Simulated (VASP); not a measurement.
A run of VASP 6.6.1 is set up as follows.

File INCAR:

```
PREC = Accurate ; ENCUT = 600
EDIFF = 1E-7 ; ISMEAR = -1
SIGMA = 0.05 ; LREAL = F
LASPH = T ; NELM = 80
ALGO = Normal ; ISIF = 3
LWAVE = F ; LCHARG = F
GGA = PE ; IBRION = 2
NSW = 32 ; EDIFFG = -0.005
PSTRESS = 640.0
```

KPOINTS

```
Automatic mesh
0
Gamma
  8 8 11
```

POSCAR

```
Zr
1.0
    4.4868246046      0.0000000000      0.0000000000
   -2.2434123023      3.8857040900      0.0000000000
    0.0000000000      0.0000000000      2.7590094773
Zr
3
Direct
    0.0000000000      0.0000000000      0.0000000000
    0.3333333333      0.6666666667      0.5000000000
    0.6666666667      0.3333333333      0.5000000000
```

Potentials or basis: VASP PAW PBE potentials, release 64 (Zr_sv).

Launch:

```console
$ cat potpaw_PBE.64/Zr_sv/POTCAR > POTCAR
$ mpirun -np 1 vasp_std > vasp.out
```

Task: Predict the band gap on the k mesh.

Result: Zero (bands 18 and 19 overlap by 1.06 eV).

Task: Estimate the relaxed cell.

Result: a = 4.488 Å, b = 4.488 Å, c = 2.760 Å, α = 90.00°, β = 90.00°, γ = 120.00°.

Task: What does it give for the space group after relaxing (to 0.1 Å)?

Result: P6/mmm (No. 191).

Task: What does it give for the relaxed volume?

Result: 16.05 Å³/atom.

Final structure:
```yaml
crystal:
  lattice:
    - [4.48818, 0.00000, 0.00000]
    - [-2.24409, 3.88688, 0.00000]
    - [0.00000, 0.00000, 2.75981]
  atoms:
    - { symbol: Zr, position: [0.00000, 0.00000, 0.00000] }
    - { symbol: Zr, position: [0.33333, 0.66667, 0.50000] }
    - { symbol: Zr, position: [0.66667, 0.33333, 0.50000] }
```

Caveat: the cell is relaxed towards a set pressure, so the run minimises the enthalpy, not the energy.
